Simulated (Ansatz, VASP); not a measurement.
# HfN in VASP and in Ansatz

File POSCAR:

```
HfN
1.0
    0.0000000000      2.4548220000      2.4548220000
    2.4548220000      0.0000000000      2.4548220000
    2.4548220000      2.4548220000      0.0000000000
Hf N
1 1
Direct
    0.0000000000      0.0000000000      0.0000000000
    0.2500000000      0.2500000000      0.2500000000
```

INCAR.step1

```
SYSTEM = HfN
PREC = Accurate ; ENCUT = 520
EDIFF = 1E-5 ; ISMEAR = -1
SIGMA = 0.05 ; LREAL = .FALSE.
LASPH = .TRUE. ; NELM = 100
ALGO = Normal ; ISIF = 2
LWAVE = .TRUE. ; LCHARG = .FALSE.
GGA = PE ; NBANDS = 14
```

The input INCAR.step2:

```
SYSTEM = HfN
PREC = Accurate ; ENCUT = 520
EDIFF = 1E-6 ; ISMEAR = -1
SIGMA = 0.05 ; LREAL = .FALSE.
LASPH = .TRUE. ; NELM = 100
ALGO = Normal ; ISIF = 2
LWAVE = .FALSE. ; LCHARG = .FALSE.
GGA = PE ; LHFCALC = .TRUE.
AEXX = 0.2 ; HFSCREEN = 0.2
PRECFOCK = Normal ; ISTART = 1
NBANDS = 14
```

Contents of KPOINTS:

```
regular mesh
0
G
  5 5 5
  0 0 0
```

File input.yaml:

```yaml
crystal:
  lattice:
    - [0.0, 2.454822, 2.454822]
    - [2.454822, 0.0, 2.454822]
    - [2.454822, 2.454822, 0.0]
  atoms:
    - { symbol: Hf, position: [0.0, 0.0, 0.0] }
    - { symbol: "N", position: [0.25, 0.25, 0.25] }
hamiltonian:
  xc: { exchange: pbe, correlation: pbe, exx: { coeff: 0.2, omega: 0.2 } }
  pseudopotentials: { kind: paw }
kpoints:
  mp_grid: { grid: [5, 5, 5] }
scf:
  occupations: { method: fermi_dirac, width: 0.05 }
output:
  forces: true
  stress: true
  eigenvalues: true
```

Alike in both runs: task single point; functional PBE-based screened hybrid; k mesh 5 × 5 × 5; occupations fermi-dirac, width 0.05 eV; no spin polarisation.

```csv
,VASP,Ansatz
version,VASP 6.6.1,Ansatz 0.2.0
potentials or method,"VASP PAW PBE potentials, release 64 (Hf_pv, N)",Ansatz PAW
plane-wave cutoff (eV),520,420
valence electrons in the cell,15,31
```

VASP gave:

* gap on the k mesh at the Fermi level (eV): none
* pressure (GPa): -3.4

Question: What did Ansatz give for the same quantities?

Answer: gap on the k mesh at the Fermi level (eV): none; pressure (GPa): -1.0.

VASP's potentials were made for PBE, not for PBE-based screened hybrid. A gap of «none» marks a metal or a gap that the smearing closes. VASP's potentials hold 15 valence electrons a cell and Ansatz's 31, so a difference there can come from the potentials and not from the codes.

The k mesh is coarse, so the values compare programs but aren't converged. Spin-orbit coupling is off throughout.
